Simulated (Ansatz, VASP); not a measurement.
**SnO in VASP and in Ansatz**

```
Sn O
1.0
     3.77039    0.00000    0.00000
     0.00000    3.77039    0.00000
     0.00000    0.00000    4.56337
Sn O
2 2
Direct
  0.00000 0.50000 0.25326
  0.50000 0.00000 0.74674
  0.94724 0.94724 0.00000
  0.50000 0.50000 0.00000
```

Alike in both runs: task single point; functional PBEsol; dispersion D3(BJ); k mesh 12 × 12 × 10; occupations gaussian, width 0.15 eV; no spin polarisation.

|  | VASP | Ansatz |
| --- | --- | --- |
| version | VASP 6.6.1 | Ansatz 0.2.0 |
| potentials or method | VASP PAW PBE potentials, release 64 (Sn_d, O), cutoff 600 eV | scalar-relativistic, plane waves, PAW |
| valence electrons in the cell | 40 | 40 |

VASP gave:

| Quantity | Value |
| --- | --- |
| gap on the k mesh at the Fermi level (eV) | none |
| pressure (GPa) | 3.0 |
| traceless stress, the component that is largest in VASP (GPa) | -2.52 |
| rms of the force components (eV/Å) | 0.947 |

**Question.** Estimate Ansatz's values.

**Answer.** gap on the k mesh at the Fermi level (eV): none; pressure (GPa): 2.8; traceless stress, the component that is largest in VASP (GPa): -2.43; rms of the force components (eV/Å): 0.932.

VASP's potentials were made for PBE, not for PBEsol. Atom by atom the forces differ by 0.037 eV/Å (rms over components). A gap of «none» marks a metal or a gap that the smearing closes.
